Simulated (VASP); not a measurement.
Wanted: the native input for a VASP 6.6.1 run.

```yaml
Task: single point
Functional: PBEsol
Potentials_or_basis: VASP PAW PBE potentials, release 64 (Sn_d, O)
Cutoff: 520 eV
k_mesh: 6 × 6 × 8
Occupations: fermi-dirac, width 0.05 eV
Spin: no spin polarisation
Dipole_correction: no
Further_INCAR_settings: ALGO = Normal; EDIFF = 1e-06; NBANDS = 35
```

The structure of SnO2 lies in POSCAR:

```
SnO2
1.0
    4.6774320835      0.0000000000      0.0000000000
    0.0000000000      4.6774320835      0.0000000000
    0.0000000000      0.0000000000      3.1852206187
Sn O
2 4
Direct
    0.5000000000      0.5000000000      0.5000000000
    0.0000000000      0.0000000000      0.0000000000
    0.8056319028      0.1943680972      0.5000000000
    0.6943680972      0.6943680972      0.0000000000
    0.1943680972      0.8056319028      0.5000000000
    0.3056319028      0.3056319028      0.0000000000
```

These files were run (other wordings do the same):

INCAR

```
SYSTEM = SnO2
PREC = Accurate
ENCUT = 520
EDIFF = 1E-6
ISMEAR = -1
SIGMA = 0.05
LREAL = .FALSE.
LASPH = .TRUE.
NELM = 60
ALGO = Normal
ISIF = 2
LWAVE = .FALSE.
LCHARG = .FALSE.
GGA = PS
NBANDS = 35
```

KPOINTS

```
regular mesh
0
G
  6 6 8
  0 0 0
```

Potentials or basis: VASP PAW PBE potentials, release 64 (Sn_d, O).

Launch:

```sh
$ cat potpaw_PBE.64/Sn_d/POTCAR potpaw_PBE.64/O/POTCAR > POTCAR
$ mpirun -np 1 vasp_std > vasp.out
```

Results of the run:

```
Pressure               : 10.7 GPa
Largest force          : 0.014 eV/Å
Band gap on the k mesh : 1.42 eV
```

Caveat: the cell stands under pressure; the PAW data sets were made with another functional, which shifts forces and pressure a little; spin-orbit coupling is left out, which moves the levels of the heavy elements.

Run time: 2.2 min on 1 thread of Intel Xeon 8259CL (shared host), peak memory 0.23 GiB.
